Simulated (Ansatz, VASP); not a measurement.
**AlAs4 in VASP and in Ansatz**

INCAR

```
SYSTEM = AlAs4
PREC     = Accurate       ! precision mode
ENCUT    = 600            ! plane-wave cutoff, eV
EDIFF    = 1E-7           ! SCF threshold, eV
ISMEAR   = 0              ! smearing method
SIGMA    = 0.2            ! smearing width, eV
LREAL    = .FALSE.        ! projectors in reciprocal space
LASPH    = .TRUE.         ! aspherical terms in the spheres
NELM     = 80             ! most SCF steps
ALGO     = Normal         ! electronic algorithm
ISIF     = 3              ! what is computed and relaxed
LWAVE    = .FALSE.        ! write WAVECAR
LCHARG   = .FALSE.        ! write CHGCAR
GGA      = PE             ! functional
IBRION   = 2              ! ionic algorithm
NSW      = 36             ! ionic steps
EDIFFG   = -0.08          ! ionic threshold
```

KPOINTS

```
regular mesh
0
G
  3 3 3
  0 0 0
```

The input POSCAR:

```
AlAs4
1.0
    3.0903088900     -5.5495841000      0.0000000000
    3.0903088900      5.5495841000      0.0000000000
    0.0000000000      0.0000000000      6.1621380800
Al As
2 8
Direct
    0.5000000000      0.5000000000      0.0000000000
    0.0000000000      0.0000000000      0.5000000000
    0.2029201500      0.4553219400      0.3303236100
    0.5446780600      0.7970798500      0.6696763900
    0.4553219400      0.2029201500      0.6696763900
    0.7970798500      0.5446780600      0.3303236100
    0.9553219400      0.7029201500      0.8303236100
    0.2970798500      0.0446780600      0.1696763900
    0.7029201500      0.9553219400      0.1696763900
    0.0446780600      0.2970798500      0.8303236100
```

Input for Ansatz:

```yaml
crystal:
  lattice:
    - [3.09030889, -5.5495841, 0.0]
    - [3.09030889, 5.5495841, 0.0]
    - [0.0, 0.0, 6.16213808]
  atoms:
    - { symbol: Al, position: [0.5, 0.5, 0.0] }
    - { symbol: Al, position: [0.0, 0.0, 0.5] }
    - { symbol: As, position: [0.20292015, 0.45532194, 0.33032361] }
    - { symbol: As, position: [0.54467806, 0.79707985, 0.66967639] }
    - { symbol: As, position: [0.45532194, 0.20292015, 0.66967639] }
    - { symbol: As, position: [0.79707985, 0.54467806, 0.33032361] }
    - { symbol: As, position: [0.95532194, 0.70292015, 0.83032361] }
    - { symbol: As, position: [0.29707985, 0.04467806, 0.16967639] }
    - { symbol: As, position: [0.70292015, 0.95532194, 0.16967639] }
    - { symbol: As, position: [0.04467806, 0.29707985, 0.83032361] }
basis:
  ecutwfc: 420
kpoints:
  mp_grid: { grid: [3, 3, 3] }
hamiltonian:
  xc: pbe
scf:
  occupations: { method: gaussian, width: 0.2 }
  lower_state_search: "off"
output:
  forces: true
  stress: true
  eigenvalues: true
relax:
  adjacent_minimum: "off"
  f_tol: 0.08
  max_steps: 16
  cell: { stress_tol: 0.8 }
```

Change from the starting cell: species swapped into the Sn4Pd type (Ccce, No. 68).

Alike in both runs: task relaxation of cell and atoms; functional PBE; k mesh 3 × 3 × 3; occupations gaussian, width 0.2 eV; no spin polarisation.

```csv
,VASP,Ansatz
version,VASP 6.6.1,Ansatz 0.2.0
potentials or method,"VASP PAW PBE potentials, release 64 (Al, As), cutoff 600 eV","scalar-relativistic, plane waves, PAW"
valence electrons in the cell,46,126
```

```tsv
	VASP	Ansatz	Ansatz less VASP
gap on the k mesh at the Fermi level, each at its own relaxed structure (eV)	none	none	-
relaxed volume (Å³/atom)	19.93	22.34	+2.414
relaxed cell length with the largest relative difference (Å)	6.313	8.164	+1.8519
```

A gap of «none» marks a metal or a gap that the smearing closes. One of these differences is far larger than is usual between the two programs; its cause wasn't traced. VASP's potentials hold 46 valence electrons a cell and Ansatz's 126, so a difference there can come from the potentials and not from the codes.

The k mesh is coarse, so the values compare programs but aren't converged.
